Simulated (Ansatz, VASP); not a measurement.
One calculation of Pb, two programs

POSCAR

```
Pb
1.0
    0.0000000000      2.5225263169      2.5225263169
    2.5225263169      0.0000000000      2.5225263169
    2.5225263169      2.5225263169      0.0000000000
Pb
1
Direct
    0.0000000000      0.0000000000      0.0000000000
```

The input INCAR.step1:

```
SYSTEM = Pb
ALGO     = Normal         ! electronic algorithm
EDIFF    = 1E-4           ! SCF threshold, eV
ENCUT    = 520            ! plane-wave cutoff, eV
GGA      = PE             ! functional
ISMEAR   = 0              ! smearing method
LASPH    = .TRUE.         ! aspherical terms in the spheres
LCHARG   = .FALSE.        ! write CHGCAR
LREAL    = .FALSE.        ! projectors in reciprocal space
LWAVE    = .TRUE.         ! write WAVECAR
NBANDS   = 13             ! bands
NELM     = 60             ! most SCF steps
PREC     = Accurate       ! precision mode
SIGMA    = 0.1            ! smearing width, eV
```

Contents of INCAR.step2:

```
SYSTEM = Pb
ALGO     = Normal         ! electronic algorithm
EDIFF    = 1E-6           ! SCF threshold, eV
ENCUT    = 520            ! plane-wave cutoff, eV
ISIF     = 2              ! what is computed and relaxed
ISMEAR   = 0              ! smearing method
ISTART   = 1            
LASPH    = .TRUE.         ! aspherical terms in the spheres
LCHARG   = .FALSE.        ! write CHGCAR
LMIXTAU  = .TRUE.       
LREAL    = .FALSE.        ! projectors in reciprocal space
LWAVE    = .FALSE.        ! write WAVECAR
METAGGA  = R2SCAN         ! meta-GGA
NBANDS   = 13             ! bands
NELM     = 60             ! most SCF steps
PREC     = Accurate       ! precision mode
SIGMA    = 0.1            ! smearing width, eV
```

KPOINTS

```
k-points
0
G
  14 14 14
  0 0 0
```

Input for Ansatz:

```yaml
crystal:
  lattice:
    - [0.0, 2.5225263165, 2.5225263165]
    - [2.5225263165, 0.0, 2.5225263165]
    - [2.5225263165, 2.5225263165, 0.0]
  atoms:
    - { symbol: Pb, position: [0.0, 0.0, 0.0] }
basis:
  ecutwfc: 500
kpoints:
  mp_grid: { grid: [14, 14, 14] }
hamiltonian:
  xc: r2scan
scf:
  occupations: { method: gaussian, width: 0.1 }
output:
  forces: true
  stress: true
  eigenvalues: true
```

Alike in both runs: task single point; functional r2SCAN; k mesh 14 × 14 × 14; occupations gaussian, width 0.1 eV; no spin polarisation.

```csv
,VASP,Ansatz
version,VASP 6.6.1,Ansatz 0.2.0
potentials or method,"VASP PAW PBE potentials, release 64 (Pb_d), cutoff 520 eV","scalar-relativistic, plane waves, PAW"
valence electrons in the cell,14,14
```

|  | VASP | Ansatz | Ansatz less VASP |
| --- | --- | --- | --- |
| gap on the k mesh at the Fermi level (eV) | none | none | - |
| pressure (GPa) | -1.2 | -1.2 | +0.02 |

VASP's potentials were made for PBE, not for r2SCAN. A gap of «none» marks a metal or a gap that the smearing closes.

Spin-orbit coupling is off throughout.
